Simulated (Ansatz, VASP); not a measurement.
Two plane-wave programs on Fe

```
CELL_PARAMETERS angstrom
2.99688 0.00000 0.00000
0.00000 3.88348 0.00000
0.00000 0.00000 3.93021
ATOMIC_POSITIONS crystal
Fe 0.00000 0.00000 0.00000
Fe 0.50000 0.50000 0.00000
Fe 0.50000 0.00000 0.50000
Fe 0.00000 0.50000 0.50000
```

Alike in both runs: task single point; functional PBE; k mesh 9 × 7 × 7; occupations fermi-dirac, width 0.025 eV; collinear spin.

|  | VASP | Ansatz |
| --- | --- | --- |
| version | VASP 6.6.1 | Ansatz 0.2.0 |
| potentials or method | VASP PAW PBE potentials, release 64 (Fe) | PAW with Ansatz's default frozen-core files, scalar-relativistic |
| plane-wave cutoff (eV) | 520 | 420 |
| valence electrons in the cell | 32 | 64 |

```csv
,VASP,Ansatz,Ansatz less VASP
net moment per atom (μB),0.00,0.00,0.000
size of the moment on the site where the two differ most (μB),1.91,1.87,-0.038
```

Site moments also hang on the region over which each program counts them. The functional is the same, so the differences come from potentials, cutoffs and numerics. VASP's potentials hold 32 valence electrons a cell and Ansatz's 64, so a difference there can come from the potentials and not from the codes.
